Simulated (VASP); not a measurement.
# Fe (Im-3m) in VASP: a series of runs

The runs below take Fe through single point, with PBEsol.

Everything below comes from runs of VASP 6.6.1. Logs are shortened: lines on timing, memory, paths and dates and some standing lists are left out, and cuts for length are marked.

## (1) The cell of the first run

Symmetry: Im-3m, No. 229, cubic system. Conventional cell: a = 2.788 Å, b = 2.788 Å, c = 2.788 Å, α = 90.00°, β = 90.00°, γ = 90.00°. Fe (site symmetry m-3m) has 14 Fe at 2.41 to 2.79 Å within 3.2 Å.

## (2) Single point, PBEsol, collinear spin, ferromagnetic start

INCAR

```
  PREC = Accurate
  ENCUT = 520
  EDIFF = 1E-6
  ISMEAR = -1
  SIGMA = 0.08
  LREAL = False
  LASPH = True
  NELM = 150
  ALGO = Normal
  ISIF = 2
  LWAVE = False
  LCHARG = False
  ISPIN = 2
  MAGMOM = 2.5 2.5 2.5
  LORBIT = 11
  LMAXMIX = 4
  GGA = PS
  NBANDS = 23
```

KPOINTS

```
regular mesh
0
Gamma
  11 11 15
```

POSCAR

```
Fe
1.0
    0.0000000000      2.7881300232     -2.7881300232
   -2.7881300232      0.0000000000      2.7881300232
    1.3940650116      1.3940650116      1.3940650116
Fe
3
Direct
    0.0000000000      0.0000000000      0.0000000000
    0.3333333330      0.6666666670      0.3333333330
    0.6666666670      0.3333333330      0.6666666670
```

Potentials or basis: VASP PAW PBE potentials, release 64 (Fe).

Run with:

```console
$ cat potpaw_PBE.64/Fe/POTCAR > POTCAR
$ mpirun -np 1 vasp_std > vasp.out
```

OUTCAR:

```text
PREC = Accurate
   ENCUT = 520
   EDIFF = 1E-6
   ISMEAR = -1
   LREAL = False
   LASPH = True
   NELM = 150
   ISIF = 2
   ISPIN = 2
   LORBIT = 11
   GGA = PS

 ion  position               nearest neighbor table
   1  0.000  0.000  0.000-   2 2.41   3 2.41   3 2.41   2 2.41   3 2.41   2 2.41   3 2.79   2 2.79
                             3 2.79   3 2.79   2 2.79   2 2.79
   2  0.333  0.667  0.333-   1 2.41   3 2.41   3 2.41   1 2.41   1 2.41   3 2.41   3 2.79   3 2.79
                             1 2.79   1 2.79   1 2.79   3 2.79
   3  0.667  0.333  0.667-   1 2.41   2 2.41   2 2.41   1 2.41   1 2.41   2 2.41   2 2.79   2 2.79
                             1 2.79   1 2.79   1 2.79   2 2.79

  LATTYP: Found a hexagonal cell.
 ALAT       =     3.9430112925
 C/A-ratio  =     0.6123724357

  Lattice vectors:

 A1 = (   0.0000000000,   2.7881300232,  -2.7881300232)
 A2 = (  -2.7881300232,   0.0000000000,   2.7881300232)
 A3 = (   1.3940650116,   1.3940650116,   1.3940650116)

Analysis of symmetry for initial positions (statically):
=====================================================================
 Subroutine PRICEL returns following result:

  LATTYP: Found a body centered cubic cell.
 ALAT       =     2.7881300213
[... 12 lines left out ...]
 Subroutine GETGRP returns: Found 12 space group operations
 (whereof 12 operations were pure point group operations)
 out of a pool of 24 trial point group operations.

The static configuration has the point symmetry D_3d.

Analysis of symmetry for dynamics (positions and initial velocities):
=====================================================================
 Subroutine PRICEL returns following result:

  LATTYP: Found a body centered cubic cell.
 ALAT       =     2.7881300213
[... 12 lines left out ...]
 Subroutine GETGRP returns: Found 12 space group operations
 (whereof 12 operations were pure point group operations)
 out of a pool of 24 trial point group operations.

The dynamic configuration has the point symmetry D_3d.

Analysis of structural, dynamic, and magnetic symmetry:
=====================================================================
 Subroutine PRICEL returns following result:

  LATTYP: Found a body centered cubic cell.
 ALAT       =     2.7881300213
[... 12 lines left out ...]
 Subroutine GETGRP returns: Found 12 space group operations
 (whereof 12 operations were pure point group operations)
 out of a pool of 24 trial point group operations.

The overall configuration has the point symmetry D_3d.

 Subroutine INISYM returns: Found 12 space group operations
 (whereof 12 operations are pure point group operations),
 and found     3 'primitive' translations

----------------------------------------------------------------------------------------

                                     Primitive cell

  volume of cell :      10.8370

  direct lattice vectors                    reciprocal lattice vectors
    -1.394065014  1.394065009 -1.394065009    -0.358663331  0.358663331  0.000000000
    -1.394065010 -1.394065010  1.394065010    -0.358663330 -0.000000001  0.358663331
     1.394065012  1.394065012  1.394065012     0.000000000  0.358663331  0.358663331

  length of vectors
     2.414591428  2.414591427  2.414591429     0.507226546  0.507226546  0.507226546

  position of ions in fractional coordinates (direct lattice)
     0.000000000  0.000000000  0.000000000

  ion indices of the primitive-cell ions
   primitive index   ion index
                 1           1

----------------------------------------------------------------------------------------

 KPOINTS: regular mesh

Automatic generation of k-mesh.
 Grid dimensions read from file:
 generate k-points for:   11   11   15

 Generating k-lattice:

  Cartesian coordinates                     Fractional coordinates (reciprocal lattice)
    -0.010868586  0.021737172 -0.010868586     0.090909091  0.000000000  0.000000000
    -0.021737172  0.010868586  0.010868586     0.000000000  0.090909091  0.000000000
     0.015940592  0.015940592  0.015940592     0.000000000  0.000000000  0.066666667

  Length of vectors
     0.026622489  0.026622489  0.027609916

  Shift w.r.t. Gamma in fractional coordinates (k-lattice)
     0.000000000  0.000000000  0.000000000

 Subroutine IBZKPT returns following result:
 ===========================================

 Found    198 irreducible k-points:

 Following reciprocal coordinates:
            Coordinates               Weight
  0.000000  0.000000  0.000000      1.000000
  0.090909  0.000000  0.000000      6.000000
  0.181818  0.000000  0.000000      6.000000
  0.272727  0.000000  0.000000      6.000000
  0.363636  0.000000  0.000000      6.000000
  0.454545  0.000000  0.000000      6.000000
[... 16 lines left out ...]
  0.000000  0.272727  0.066667      6.000000
  0.363636  0.000000  0.066667      6.000000
 [... further k-points ...]
   k-points           NKPTS =    198   k-points in BZ     NKDIM =    198   number of bands    NBANDS=     23
   number of dos      NEDOS =    301   number of ions     NIONS =      3
   total plane-waves  NPLWV =  16200
   dimension x,y,z NGX =    30 NGY =   30 NGZ =   18
   dimension x,y,z NGXF=    60 NGYF=   60 NGZF=   36
   ions per type =               3
   NGX,Y,Z   is equivalent  to a cutoff of  12.65, 12.65, 12.39 a.u.
   NGXF,Y,Z  is equivalent  to a cutoff of  25.30, 25.30, 24.79 a.u.
 SYSTEM =  unknown system
   PREC   = accura    normal or accurate (medium, high low for compatibility)
   ISTART =      0    job   : 0-new  1-cont  2-samecut
   ICHARG =      2    charge: 1-file 2-atom 10-const
   ISPIN  =      2    spin polarized calculation?
   LNONCOLLINEAR =      F non collinear calculations
   LSORBIT =      F    spin-orbit coupling
   LASPH  =      T    aspherical Exc in radial PAW
   ENCUT  =  520.0 eV  38.22 Ry    6.18 a.u.   7.33  7.33  4.49*2*pi/ulx,y,z
   NELM   =    150;   NELMIN=  2; NELMDL= -5     # of ELM steps
   EDIFF  = 0.1E-05   stopping-criterion for ELM
   LREAL  =      F    real-space projection
   EDIFFG = 0.1E-04   stopping-criterion for IOM
   NSW    =      0    number of steps for IOM
   IBRION =     -1    ionic relax: 0-MD 1-quasi-New 2-CG
   NFREE  =      0    steps in history (QN), initial steepest desc. (CG)
   ISIF   =      2    stress and relaxation
   ISYM   =      2    0-nonsym 1-usesym 2-fastsym
   POTIM  = 0.5000    time-step for ionic-motion
   TEBEG  =    0.0;   TEEND  =   0.0 temperature during run
   PSTRESS=    0.0 pullay stress
   NELECT =      24.0000    total number of electrons
   NUPDOWN=      -1.0000    fix difference up-down
   EMIN   =  10.00;   EMAX   =-10.00  energy-range for DOS
   EFERMI =   0.00;   METHOD = LEGACY
   ISMEAR =    -1;   SIGMA  =   0.08  broadening in eV -4-tet -1-fermi 0-gaus
   EFERMI_NEDOS =   21; number of points for ismear=-14 and -15
   IALGO  =     38    algorithm
   IMIX   =      4    mixing-type and parameters
     AMIX     =   0.40;   BMIX     =  1.00
     AMIX_MAG =   1.60;   BMIX_MAG =  1.00
  volume/ion in A,a.u.               =      10.84        73.13
  Fermi-wavevector in a.u.,A,eV,Ry     =   1.479569  2.795979 29.784834  2.189124
  Thomas-Fermi vector in A             =   2.593710
   LORBIT       =     11    0 simple, 1 ext, 2 COOP (PROOUT), +10 PAW based schemes
   GGA     = PS    functional components
   LHFCALC =     F    Hartree Fock is set to
   AEXX    =    0.0000 exact exchange contribution
   IVDW    =     0    specifies the selected vdW correction
   LEPSILON=     F    determine dielectric tensor
   LRPA    =     F    only Hartree local field effects (RPA)
 spin polarized calculation
  energy-cutoff  :      520.00
  volume of cell :       32.51
 maximum number of plane-waves:       911
 NGX is ok and might be reduce to    30
   NGX = 15   NGY = 15   NGZ =  9

 number of electron      23.9999997 magnetization       6.3376913

 Free energy of the ion-electron system (eV)
  ---------------------------------------------------
  ext. energy  EPLUGINS =         0.00000000
  ---------------------------------------------------
  free energy    TOTEN  =       -26.78556647 eV

  energy without entropy =      -26.72518720  energy(sigma->0) =      -26.75537684

 E-fermi :   6.2012     XC(G=0): -13.5489

 val. band max:        6.1998130907   @ k =   0.0000   0.1818   0.1333
 cond. band min:       6.2018604228   @ k =   0.1818   0.0909   0.2667
 fundamental gap:      0.0020473321
 Fermi energy:         6.2011558081

 spin component 1

 k-point     1 :       0.0000    0.0000    0.0000
  band No.  band energies     occupation
      1      -2.6390      1.00000
      2       2.2706      1.00000
      3       2.2706      1.00000
      4       2.8934      1.00000
      5       2.8934      1.00000
      6       2.8934      1.00000
[... 613 lines left out ...]
     22      23.6300      0.00000
     23      24.6796      0.00000

 [... further k-points ...]

 spin component 2

 k-point     1 :       0.0000    0.0000    0.0000
  band No.  band energies     occupation
      1      -2.3713      1.00000
      2       3.7560      1.00000
      3       3.7560      1.00000
      4       4.3522      1.00000
      5       4.3522      1.00000
      6       4.3523      1.00000
[... 613 lines left out ...]
     22      24.1051      0.00000
     23      25.3253      0.00000

 [... further k-points ...]

------------------------ aborting loop because EDIFF is reached ----------------------------------------

  FORCE on cell =-STRESS in cart. coord.  units (eV):
  Direction    XX          YY          ZZ          XY          YZ          ZX
  --------------------------------------------------------------------------------------
  -------------------------------------------------------------------------------------
  Total       -0.0374653     -0.0374653     -0.0374653      0.0004465      0.0004465      0.0004465
  in kB       -1.8463313     -1.8463313     -1.8463313      0.0220017      0.0220017      0.0220017
  external PRESSURE =      -1.8463313 kB  Pullay stress =       0.0000000 kB

 VOLUME and BASIS-vectors are now :
 -----------------------------------------------------------------------------
  energy-cutoff  :      520.00
  volume of cell :       32.51
      direct lattice vectors                 reciprocal lattice vectors
     0.000000000  2.788130023 -2.788130023    -0.119554444  0.239108887 -0.119554444
    -2.788130023  0.000000000  2.788130023    -0.239108887  0.119554444  0.119554444
     1.394065012  1.394065012  1.394065012     0.239108887  0.239108887  0.239108887

 POSITION                                       TOTAL-FORCE (eV/Angst)
 -----------------------------------------------------------------------------------
      0.00000      0.00000      0.00000        -0.000000      0.000000     -0.000000
     -1.39407      1.39407      1.39407        -0.000000     -0.000000     -0.000000
      0.00000      2.78813     -0.00000         0.000000      0.000000      0.000000
 -----------------------------------------------------------------------------------
    total drift:                                0.000000     -0.000000     -0.000000

  FREE ENERGIE OF THE ION-ELECTRON SYSTEM (eV)
  ---------------------------------------------------
  free  energy   TOTEN  =       -26.7855664722 eV

  energy  without entropy=      -26.7251871985  energy(sigma->0) =      -26.75537684

 total charge

# of ion       s       p       d       tot
------------------------------------------
    1        0.511   0.588   6.276   7.375
    2        0.511   0.588   6.276   7.375
    3        0.511   0.588   6.276   7.375
--------------------------------------------------
tot          1.532   1.765  18.829  22.126

 magnetization (x)

# of ion       s       p       d       tot
------------------------------------------
    1       -0.012  -0.049   2.156   2.094
    2       -0.012  -0.049   2.156   2.094
    3       -0.012  -0.049   2.156   2.094
--------------------------------------------------
tot         -0.037  -0.148   6.468   6.283
```

It took 1.8 min on 1 thread of Intel Xeon 6975P-C (Granite Rapids), shared host; peak memory 0.3 GiB.

Results:

```yaml
Free_energy: -26.7856 eV
Pressure: -0.2 GPa
Net_moment: 6.34 μB per cell
Site_moments: Fe +2.09 μB
Valence_electrons_inside_the_program's_atomic_spheres: Fe 7.38
```

Caveat: the PAW data sets were made with another functional, which shifts forces and pressure a little.

(Continued in part 2 of 2.)
